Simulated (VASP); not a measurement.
# Mn (P6_3/mmc) in VASP: a series of runs

The runs below take Mn through single point, with LDA.

Everything below comes from runs of VASP 6.6.1. Logs are shortened: lines on timing, memory, paths and dates and some standing lists are left out, and cuts for length are marked.

## Step 1: The cell of the first run

Symmetry: P6_3/mmc, No. 194, hexagonal system. The conventional cell has a = 2.401 Å, b = 2.401 Å, c = 7.732 Å, α = 90.00°, β = 90.00°, γ = 120.00°. Mn (site symmetry -3m) has 12 Mn at 2.38 to 2.40 Å within 3.1 Å. Within 3.1 Å of Mn (site symmetry -6m2) lie 12 Mn at 2.38 to 2.40 Å.

## Step 2: Single point, LDA (volume scaled by 0.96)

INCAR reads:

```
  PREC = Accurate
  ENCUT = 520
  EDIFF = 1E-6
  ISMEAR = -1
  SIGMA = 0.1
  LREAL = False
  LASPH = True
  NELM = 80
  ALGO = Normal
  ISIF = 2
  LWAVE = False
  LCHARG = False
  GGA = CA
  NBANDS = 34
```

KPOINTS reads:

```
regular mesh
0
Gamma
  17 17 5
```

POSCAR reads:

```
Mn
1.0
    2.4011087737      0.0000000000      0.0000000000
   -1.2005543868      2.0794211953      0.0000000000
    0.0000000000      0.0000000000      7.7318475904
Mn
4
Direct
    1.0000000000      0.0000000000      1.0000000000
    1.0000000000      1.0000000000      0.5000000000
    0.3333333333      0.6666666667      0.2500000000
    0.6666666667      0.3333333333      0.7500000000
```

Potentials or basis: VASP PAW LDA potentials, release 64 (Mn_pv).

Launch:

```console
$ cat potpaw_LDA.64/Mn_pv/POTCAR > POTCAR
$ mpirun -np 1 vasp_std > vasp.out
```

OUTCAR:

```text
PREC = Accurate
   ENCUT = 520
   EDIFF = 1E-6
   ISMEAR = -1
   LREAL = False
   LASPH = True
   NELM = 80
   ISIF = 2
   GGA = CA

 ion  position               nearest neighbor table
   1  0.000  0.000  0.000-   3 2.38   4 2.38   3 2.38   4 2.38   4 2.38   3 2.38
   2  0.000  0.000  0.500-   3 2.38   4 2.38   3 2.38   4 2.38   4 2.38   3 2.38
   3  0.333  0.667  0.250-   1 2.38   2 2.38   1 2.38   2 2.38   1 2.38   2 2.38
   4  0.667  0.333  0.750-   1 2.38   2 2.38   1 2.38   2 2.38   1 2.38   2 2.38

  LATTYP: Found a hexagonal cell.
 ALAT       =     2.4011087737
 C/A-ratio  =     3.2201155046

  Lattice vectors:

 A1 = (   2.4011087737,   0.0000000000,   0.0000000000)
 A2 = (  -1.2005543868,   2.0794211953,   0.0000000000)
 A3 = (   0.0000000000,   0.0000000000,   7.7318475904)

Analysis of symmetry for initial positions (statically):
=====================================================================
 Subroutine PRICEL returns:
 Original cell was already a primitive cell.

 Routine SETGRP: Setting up the symmetry group for a
 hexagonal supercell.

 Subroutine GETGRP returns: Found 24 space group operations
 (whereof 12 operations were pure point group operations)
 out of a pool of 24 trial point group operations.

The static configuration has the point symmetry D_3d.
 The point group associated with its full space group is D_6h.

Analysis of symmetry for dynamics (positions and initial velocities):
=====================================================================
 Subroutine PRICEL returns:
 Original cell was already a primitive cell.

 Routine SETGRP: Setting up the symmetry group for a
 hexagonal supercell.

 Subroutine GETGRP returns: Found 24 space group operations
 (whereof 12 operations were pure point group operations)
 out of a pool of 24 trial point group operations.

The dynamic configuration has the point symmetry D_3d.
 The point group associated with its full space group is D_6h.

 Subroutine INISYM returns: Found 24 space group operations
 (whereof 12 operations are pure point group operations),
 and found     1 'primitive' translations

----------------------------------------------------------------------------------------

                                     Primitive cell

  volume of cell :      38.6045

  direct lattice vectors                    reciprocal lattice vectors
     2.401108774  0.000000000  0.000000000     0.416474260  0.240451526  0.000000000
    -1.200554387  2.079421195  0.000000000     0.000000000  0.480903052  0.000000000
     0.000000000  0.000000000  7.731847590     0.000000000  0.000000000  0.129335193

  length of vectors
     2.401108774  2.401108774  7.731847590     0.480903052  0.480903052  0.129335193

  position of ions in fractional coordinates (direct lattice)
     0.000000000  0.000000000  0.000000000
     0.000000000  0.000000000  0.500000000
     0.333333333  0.666666667  0.250000000
     0.666666667  0.333333333  0.750000000

  ion indices of the primitive-cell ions
   primitive index   ion index
                 1           1
                 2           2
                 3           3
                 4           4

----------------------------------------------------------------------------------------

 KPOINTS: regular mesh

Automatic generation of k-mesh.
 Grid dimensions read from file:
 generate k-points for:   17   17    5

 Generating k-lattice:

  Cartesian coordinates                     Fractional coordinates (reciprocal lattice)
     0.024498486  0.014144207  0.000000000     0.058823529  0.000000000  0.000000000
     0.000000000  0.028288415  0.000000000     0.000000000  0.058823529  0.000000000
     0.000000000  0.000000000  0.025867039     0.000000000  0.000000000  0.200000000

  Length of vectors
     0.028288415  0.028288415  0.025867039

  Shift w.r.t. Gamma in fractional coordinates (k-lattice)
     0.000000000  0.000000000  0.000000000

 Subroutine IBZKPT returns following result:
 ===========================================

 Found     99 irreducible k-points:

 Following reciprocal coordinates:
            Coordinates               Weight
  0.000000  0.000000  0.000000      1.000000
  0.058824  0.000000  0.000000      6.000000
  0.117647 -0.000000  0.000000      6.000000
  0.176471 -0.000000  0.000000      6.000000
  0.235294 -0.000000  0.000000      6.000000
  0.294118  0.000000  0.000000      6.000000
[... 16 lines left out ...]
  0.411765  0.117647  0.000000     12.000000
  0.176471  0.176471  0.000000      6.000000
 [... further k-points ...]
   k-points           NKPTS =     99   k-points in BZ     NKDIM =     99   number of bands    NBANDS=     34
   number of dos      NEDOS =    301   number of ions     NIONS =      4
   total plane-waves  NPLWV =  19440
   dimension x,y,z NGX =    18 NGY =   18 NGZ =   60
   dimension x,y,z NGXF=    36 NGYF=   36 NGZF=  120
   ions per type =               4
   NGX,Y,Z   is equivalent  to a cutoff of  12.46, 12.46, 12.90 a.u.
   NGXF,Y,Z  is equivalent  to a cutoff of  24.93, 24.93, 25.80 a.u.
 SYSTEM =  unknown system
   PREC   = accura    normal or accurate (medium, high low for compatibility)
   ISTART =      0    job   : 0-new  1-cont  2-samecut
   ICHARG =      2    charge: 1-file 2-atom 10-const
   ISPIN  =      1    spin polarized calculation?
   LNONCOLLINEAR =      F non collinear calculations
   LSORBIT =      F    spin-orbit coupling
   LASPH  =      T    aspherical Exc in radial PAW
   ENCUT  =  520.0 eV  38.22 Ry    6.18 a.u.   4.46  4.46 14.38*2*pi/ulx,y,z
   NELM   =     80;   NELMIN=  2; NELMDL= -5     # of ELM steps
   EDIFF  = 0.1E-05   stopping-criterion for ELM
   LREAL  =      F    real-space projection
   EDIFFG = 0.1E-04   stopping-criterion for IOM
   NSW    =      0    number of steps for IOM
   IBRION =     -1    ionic relax: 0-MD 1-quasi-New 2-CG
   NFREE  =      0    steps in history (QN), initial steepest desc. (CG)
   ISIF   =      2    stress and relaxation
   ISYM   =      2    0-nonsym 1-usesym 2-fastsym
   POTIM  = 0.5000    time-step for ionic-motion
   TEBEG  =    0.0;   TEEND  =   0.0 temperature during run
   PSTRESS=    0.0 pullay stress
   NELECT =      52.0000    total number of electrons
   NUPDOWN=      -1.0000    fix difference up-down
   EMIN   =  10.00;   EMAX   =-10.00  energy-range for DOS
   EFERMI =   0.00;   METHOD = LEGACY
   ISMEAR =    -1;   SIGMA  =   0.10  broadening in eV -4-tet -1-fermi 0-gaus
   EFERMI_NEDOS =   21; number of points for ismear=-14 and -15
   IALGO  =     38    algorithm
   IMIX   =      4    mixing-type and parameters
     AMIX     =   0.40;   BMIX     =  1.00
     AMIX_MAG =   1.60;   BMIX_MAG =  1.00
  volume/ion in A,a.u.               =       9.65        65.13
  Fermi-wavevector in a.u.,A,eV,Ry     =   1.807993  3.416611 44.475252  3.268839
  Thomas-Fermi vector in A             =   2.867162
   LORBIT       =      0    0 simple, 1 ext, 2 COOP (PROOUT), +10 PAW based schemes
   GGA     = CA    functional components
   LHFCALC =     F    Hartree Fock is set to
   AEXX    =    0.0000 exact exchange contribution
   IVDW    =     0    specifies the selected vdW correction
   LEPSILON=     F    determine dielectric tensor
   LRPA    =     F    only Hartree local field effects (RPA)
 non-spin polarized calculation
  energy-cutoff  :      520.00
  volume of cell :       38.60
 maximum number of plane-waves:      1067
 NGX is ok and might be reduce to    18
   NGX =  9   NGY =  9   NGZ = 29

 number of electron      51.9999977 magnetization

 Free energy of the ion-electron system (eV)
  ---------------------------------------------------
  ext. energy  EPLUGINS =         0.00000000
  ---------------------------------------------------
  free energy    TOTEN  =       -40.60118815 eV

  energy without entropy =      -40.45346911  energy(sigma->0) =      -40.52732863

 E-fermi :  11.8517     XC(G=0): -15.0387

 val. band max:       11.8503642871   @ k =   0.2941   0.1765   0.0000
 cond. band min:      11.8551646419   @ k =   0.1765   0.0588   0.0000
 fundamental gap:      0.0048003548
 Fermi energy:        11.8516514031

 k-point     1 :       0.0000    0.0000    0.0000
  band No.  band energies     occupation
      1     -36.3242      2.00000
      2     -35.8042      2.00000
      3     -35.7266      2.00000
      4     -35.3472      2.00000
      5     -35.3472      2.00000
      6     -35.2737      2.00000
[... 26 lines left out ...]
     33      13.1764      0.00000
     34      13.1764      0.00000

 k-point     2 :       0.0588    0.0000    0.0000
  band No.  band energies     occupation
      1     -36.3115      2.00000
      2     -35.8073      2.00000
      3     -35.7311      2.00000
      4     -35.3745      2.00000
      5     -35.3561      2.00000
      6     -35.2940      2.00000
[... 26 lines left out ...]
     33      13.1651      0.00000
     34      13.2298      0.00000

 k-point     3 :       0.1176   -0.0000    0.0000
  band No.  band energies     occupation
      1     -36.2746      2.00000
      2     -35.8202      2.00000
      3     -35.7494      2.00000
      4     -35.4509      2.00000
      5     -35.3812      2.00000
      6     -35.3486      2.00000
[... 26 lines left out ...]
     33      13.1389      0.00001
     34      13.3952      0.00000

 k-point     4 :       0.1765   -0.0000    0.0000
  band No.  band energies     occupation
      1     -36.2166      2.00000
      2     -35.8524      2.00000
      3     -35.7957      2.00000
      4     -35.5620      2.00000
      5     -35.4526      2.00000
      6     -35.4182      2.00000
[... 26 lines left out ...]
     33      13.5260      0.00000
     34      13.6596      0.00000

 k-point     5 :       0.2353   -0.0000    0.0000
  band No.  band energies     occupation
      1     -36.1447      2.00000
      2     -35.9123      2.00000
      3     -35.8830      2.00000
      4     -35.6901      2.00000
      5     -35.5993      2.00000
      6     -35.4776      2.00000
[... 621 lines left out ...]
 k-point    22 :       0.3529    0.1176    0.0000
  band No.  band energies     occupation
      1     -36.1834      2.00000
      2     -36.1825      2.00000
      3     -35.9932      2.00000
      4     -35.9771      2.00000
      5     -35.8289      2.00000
      6     -35.6299      2.00000
[... 26 lines left out ...]
     33      15.0678      0.00000
     34      16.0709      0.00000

 k-point    23 :       0.4118    0.1176    0.0000
  band No.  band energies     occupation
      1     -36.2265      2.00000
      2     -36.2198      2.00000
      3     -36.0373      2.00000
      4     -36.0134      2.00000
      5     -35.7457      2.00000
      6     -35.6618      2.00000
[... 26 lines left out ...]
     33      15.6436      0.00000
     34      16.6413      0.00000

 k-point    24 :       0.1765    0.1765    0.0000
  band No.  band energies     occupation
      1     -36.0389      2.00000
      2     -36.0011      2.00000
      3     -35.9777      2.00000
      4     -35.8009      2.00000
      5     -35.7717      2.00000
      6     -35.5777      2.00000
[... 26 lines left out ...]
     33      13.8701      0.00000
     34      14.5609      0.00000

 [... further k-points ...]
[... 5 lines left out ...]
  --------------------------------------------------------------------------------------
  -------------------------------------------------------------------------------------
  Total        3.6950329      3.6950329      3.6324664      0.0000000     -0.0000000      0.0000000
  in kB      153.3526581    153.3526581    150.7559972      0.0000000     -0.0000000      0.0000000
  external PRESSURE =     152.4871044 kB  Pullay stress =       0.0000000 kB

 VOLUME and BASIS-vectors are now :
 -----------------------------------------------------------------------------
  energy-cutoff  :      520.00
  volume of cell :       38.60
      direct lattice vectors                 reciprocal lattice vectors
     2.401108774  0.000000000  0.000000000     0.416474260  0.240451526  0.000000000
    -1.200554387  2.079421195  0.000000000     0.000000000  0.480903052  0.000000000
     0.000000000  0.000000000  7.731847590     0.000000000  0.000000000  0.129335193

 POSITION                                       TOTAL-FORCE (eV/Angst)
 -----------------------------------------------------------------------------------
      0.00000      0.00000      0.00000        -0.000000     -0.000000      0.000000
      0.00000      0.00000      3.86592        -0.000000     -0.000000      0.000000
     -0.00000      1.38628      1.93296        -0.000000      0.000000      0.000000
      1.20055      0.69314      5.79889         0.000000     -0.000000     -0.000000
 -----------------------------------------------------------------------------------
    total drift:                                0.000000     -0.000000      0.000000

  FREE ENERGIE OF THE ION-ELECTRON SYSTEM (eV)
  ---------------------------------------------------
  free  energy   TOTEN  =       -40.6011881542 eV

  energy  without entropy=      -40.4534691063  energy(sigma->0) =      -40.52732863
```

Run time: 68 s. Hardware: 1 thread of Intel Xeon 6975P-C (Granite Rapids), shared host; peak memory 0.19 GiB.

Results:

```
Free energy            : -40.6012 eV
Pressure               : 15.2 GPa
Band gap on the k mesh : zero (band 26 reaches 13.35 eV, above the bottom of band 27 at 10.87 eV)
```

Stress tensor (GPa, compression positive):
```
15.34  0.00  0.00
 0.00 15.34  0.00
 0.00  0.00 15.08
```

Caveat: the run has no spin polarisation, though such a crystal can be magnetic.

(Continued in part 2 of 2.)
